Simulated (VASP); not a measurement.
# Lu3HfBe4: relaxation of cell and atoms with PBE

The system is Lu3HfBe4.

```
Lu Hf Be
1.0
    -3.22819    3.22819    3.22819
     3.22819   -3.22819    3.22819
     3.22819    3.22819   -3.22819
Lu Hf Be
3 1 4
Cartesian
  3.2282 0.0000 0.0000
  0.0000 3.2282 0.0000
  0.0000 0.0000 3.2282
  0.0000 0.0000 0.0000
  1.6141 1.6141 1.6141
  1.6141 1.6141 -1.6141
  1.6141 -1.6141 1.6141
  -1.6141 1.6141 1.6141
```

The cell was generated, and may not be a known phase.

```json
{
  "Program": "VASP 6.6.1",
  "Task": "relaxation of cell and atoms",
  "Functional": "PBE",
  "Potentials or basis": "VASP PAW PBE potentials, release 64 (Lu, Hf_pv, Be)",
  "Cutoff": "600 eV",
  "k mesh": "4 × 4 × 4",
  "Occupations": "gaussian, width 0.2 eV",
  "Spin": "no spin polarisation",
  "Dipole correction": "no",
  "Further INCAR settings": "ALGO = Normal; EDIFF = 1e-07; IBRION = 2; EDIFFG = -0.08; NSW = 36; ISIF = 3"
}
```

```yaml
Relaxed_volume: 17.39 Å³/atom
Relaxed_cell: a = 5.654 Å, b = 5.654 Å, c = 5.654 Å, α = 109.47°, β = 109.47°, γ = 109.47°
Space_group_after_relaxing_to_0.1_Å: Im-3m (No. 229)
Energy_gained_by_relaxing: 5.0 meV/atom
Ionic_steps: 3
Pressure_after_relaxing: 0.1 GPa
Band_gap_on_the_k_mesh: zero (an odd number of electrons rules out a gap without spin polarisation)
```

The path:
```tsv
step	energy change (eV)	largest force (eV/Å)	pressure (GPa)	volume (Å³)
1	0.0000	0.0000	2.88	134.57
2	-0.0368	0.0000	-0.80	140.53
3	-0.0402	0.0000	0.05	139.14
```

Final structure:
```
Lu Hf Be
1.0
    -3.26437    3.26437    3.26437
     3.26437   -3.26437    3.26437
     3.26437    3.26437   -3.26437
Lu Hf Be
3 1 4
Direct
  0.00000 0.50000 0.50000
  0.50000 0.00000 0.50000
  0.50000 0.50000 0.00000
  0.00000 0.00000 0.00000
  0.50000 0.50000 0.50000
  0.00000 0.00000 0.50000
  0.00000 0.50000 0.00000
  0.50000 0.00000 0.00000
```

Levels at points of the mesh, in eV from the Fermi level:
| k point | band 43 | band 44 | band 45 | band 46 | band 47 | band 48 | band 49 | band 50 | band 51 | band 52 |
| --- | --- | --- | --- | --- | --- | --- | --- | --- | --- | --- |
| (0.00, 0.00, 0.00) | -0.34 | -0.32 | -0.32 | -0.32 | -0.13 | -0.13 | -0.13 | 0.00 | 0.00 | 3.02 |
| (0.50, 0.00, 0.00) | -0.94 | -0.91 | -0.64 | -0.62 | -0.25 | -0.14 | 1.53 | 2.11 | 2.19 | 2.48 |
| (0.50, 0.50, 0.50) | -2.29 | -2.29 | -2.29 | 0.60 | 0.60 | 1.07 | 1.45 | 1.45 | 1.45 | 1.96 |

It took 4.9 min on 1 thread of Oxide Virtual Turin-like Processor (shared host), peak memory 0.34 GiB.

Caveat: spin-orbit coupling is left out, which moves the levels of the heavy elements.
